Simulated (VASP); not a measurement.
Here is a VASP 6.6.1 calculation.

The input INCAR:

```
  ALGO = Fast
  EDIFF = 1E-6
  ENCUT = 520
  GGA = PS
  ISIF = 2
  ISMEAR = 0
  LASPH = True
  LCHARG = False
  LREAL = False
  LWAVE = False
  NBANDS = 46
  NELM = 80
  PREC = Accurate
  SIGMA = 0.15
```

KPOINTS

```
k-points
0
Gamma
  14 14 14
```

File POSCAR:

```
WC
1.0
    4.3453707486      0.0000000000      0.0000000000
    0.0000000000     -4.3453707486      0.0000000000
    0.0000000000      0.0000000000     -4.3453707486
W C
4 4
Direct
    0.0244089684     -0.0244089684      0.0000000000
    0.5000000000      0.5000000000      0.0000000000
    0.5000000000      0.0000000000      0.5000000000
    0.0000000000      0.5000000000      0.5000000000
    0.5000000000      0.0000000000      0.0000000000
    0.0000000000      0.5000000000      0.0000000000
    0.0000000000      0.0000000000      0.5000000000
    0.5000000000      0.5000000000      0.5000000000
```

Potentials or basis: VASP PAW PBE potentials, release 64 (W_sv, C).

Command:

```sh
$ cat potpaw_PBE.64/W_sv/POTCAR potpaw_PBE.64/C/POTCAR > POTCAR
$ mpirun -np 1 vasp_std > vasp.out
```

Problem. Estimate the pressure.

Solution. 2.5 GPa.

Problem. Predict the largest force.

Solution. 1.232 eV/Å.

Problem. Estimate the band gap on the k mesh.

Solution. Zero (bands 36 and 37 overlap by 3.14 eV).

Stress tensor (GPa, compression positive):
```
 3.75 -0.43  0.00
-0.43  3.75  0.00
 0.00  0.00 -0.06
```

Caveat: the cell differs from its parent crystal (atom 1 (W) moved +0.150 Å along Cartesian [1 1 0]); the PAW data sets were made with another functional, which shifts forces and pressure a little; spin-orbit coupling is left out, which moves the levels of the heavy elements.
